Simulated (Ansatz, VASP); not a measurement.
MgAl2Cl2: VASP beside Ansatz

```
Al Cl Mg
1.0
     4.02078    0.00000    0.00000
    -2.01039    3.48210    0.00000
     0.00000    0.00000    6.92594
Al Cl Mg
2 2 1
Direct
  0.33333 0.66667 0.37730
  0.66667 0.33333 0.62270
  0.33333 0.66667 0.73460
  0.66667 0.33333 0.26540
  0.00000 0.00000 0.00000
```

Alike in both runs: task relaxation of cell and atoms; functional PBE; k mesh 5 × 5 × 3; no spin polarisation.

|  | VASP | Ansatz |
| --- | --- | --- |
| version | VASP 6.6.1 | Ansatz 0.2.0 |
| potentials or method | VASP PAW PBE potentials, release 64 (Al, Cl, Mg), cutoff 600 eV | PAW plane waves |
| occupations | tetrahedron | tetrahedron-uncorrected |
| valence electrons in the cell | 22 | 30 |

|  | VASP | Ansatz | Ansatz less VASP |
| --- | --- | --- | --- |
| gap on the k mesh at the Fermi level, each at its own relaxed structure (eV) | none | none | - |
| relaxed volume (Å³/atom) | 25.29 | 28.52 | +3.229 |
| relaxed cell length with the largest relative difference (Å) | 11.765 | 9.127 | -2.6380 |

A gap of «none» marks a metal or a gap that the smearing closes. VASP's potentials hold 22 valence electrons a cell and Ansatz's 30, so a difference there can come from the potentials and not from the codes. Ansatz's warnings: band table not solved further, forces under tetrahedra, structure snapped to symmetry.

The k mesh is coarse, so the values compare programs but aren't converged. Noted on VASP's run: the volume moved by over 15 % at a fixed basis, so the end points are rough.
